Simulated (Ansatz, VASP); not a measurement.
One calculation of AlP, two programs

File INCAR:

```
SYSTEM = AlP
  ALGO = Normal
  EDIFF = 1E-6
  ENCUT = 500
  GGA = PS
  GGA_COMPAT = .False.
  ISIF = 2
  ISMEAR = 0
  LASPH = .True.
  LCHARG = .False.
  LREAL = .False.
  LWAVE = .False.
  NBANDS = 16
  NELM = 120
  PREC = Accurate
  SIGMA = 0.1
```

KPOINTS

```
k-points
0
Gamma
  6 4 6
  0 0 0
```

Contents of POSCAR:

```
AlP
1.0
    3.8682424602      0.0000000000      0.0000000000
    0.0000000000      5.4705209498      0.0000000000
    0.0000000000      0.0000000000      3.8682424602
Al P
2 2
Direct
    0.0000000000      0.0000000000      0.0000000000
    0.5000000000      0.5000000000      0.5000000000
    0.0000000000      0.2500000000      0.5000000000
    0.5000000000      0.7500000000      0.0000000000
```

Input for Ansatz:

```yaml
crystal:
  lattice:
    - [3.8682424602, 0.0, 0.0]
    - [0.0, 5.4705209498, 0.0]
    - [0.0, 0.0, 3.8682424602]
  atoms:
    - { symbol: Al, position: [0.0, 0.0, 0.0] }
    - { symbol: Al, position: [0.5, 0.5, 0.5] }
    - { symbol: P, position: [0.0, 0.25, 0.5] }
    - { symbol: P, position: [0.5, 0.75, 0.0] }
basis:
  ecutwfc: 420
kpoints:
  mp_grid: { grid: [6, 4, 6] }
hamiltonian:
  xc: pbesol
scf:
  occupations: { method: gaussian, width: 0.1 }
output:
  forces: true
  stress: true
  eigenvalues: true
```

Alike in both runs: task single point; functional PBEsol; k mesh 6 × 4 × 6; occupations gaussian, width 0.1 eV; no spin polarisation.

|  | VASP | Ansatz |
| --- | --- | --- |
| version | VASP 6.6.1 | Ansatz 0.2.0 |
| potentials or method | VASP PAW PBE potentials, release 64 (Al, P), cutoff 500 eV | scalar-relativistic, plane waves, PAW |
| valence electrons in the cell | 16 | 16 |

|  | VASP | Ansatz | Ansatz less VASP |
| --- | --- | --- | --- |
| gap on the k mesh at the Fermi level (eV) | 1.45 | 1.45 | +0.002 |
| least direct gap on the mesh (eV) | 1.45 | 1.45 | +0.002 |

VASP's potentials were made for PBE, not for PBEsol.
